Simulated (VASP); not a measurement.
Here is a VASP 6.6.1 calculation.

INCAR

```
SYSTEM = Be
PREC = Accurate
ENCUT = 520
EDIFF = 1E-7
ISMEAR = -1
SIGMA = 0.05
LREAL = .FALSE.
LASPH = .TRUE.
NELM = 60
ALGO = Normal
ISIF = 2
LWAVE = .FALSE.
LCHARG = .TRUE.
GGA = PE
LELF = .TRUE.
LVHAR = .TRUE.
NBANDS = 12
```

Contents of KPOINTS:

```
Automatic mesh
0
G
  9 9 14
  0 0 0
```

File POSCAR:

```
Be
1.0
    3.7842821400      0.0000000000      0.0000000000
    0.0000000000      3.7842821400      0.0000000000
    0.0000000000      0.0000000000      2.2812800000
Be
4
Direct
    0.2974080000      0.2974080000      0.0000000000
    0.7025920000      0.7025920000      0.0000000000
    0.2025920000      0.7974080000      0.5000000000
    0.7974080000      0.2025920000      0.5000000000
```

Potentials or basis: VASP PAW PBE potentials, release 64 (Be).

Command:

```sh
$ cat potpaw_PBE.64/Be/POTCAR > POTCAR
$ mpirun -np 1 vasp_std > vasp.out
```

**Question.** Estimate the band gap on the k mesh.

**Answer.** Zero (band 4 reaches 7.61 eV, above the bottom of band 5 at 5.53 eV).

**Question.** What does it give for the pressure?

**Answer.** -2.1 GPa.

**Question.** What does it give for the largest force?

**Answer.** 0.058 eV/Å.

Forces on the atoms (eV/Å):
```
Be   0.041  0.041  0.000
Be  -0.041 -0.041  0.000
Be  -0.041  0.041  0.000
Be   0.041 -0.041  0.000
```

Caveat: the cell differs from its parent crystal (equal xx and yy strain of +1 %).
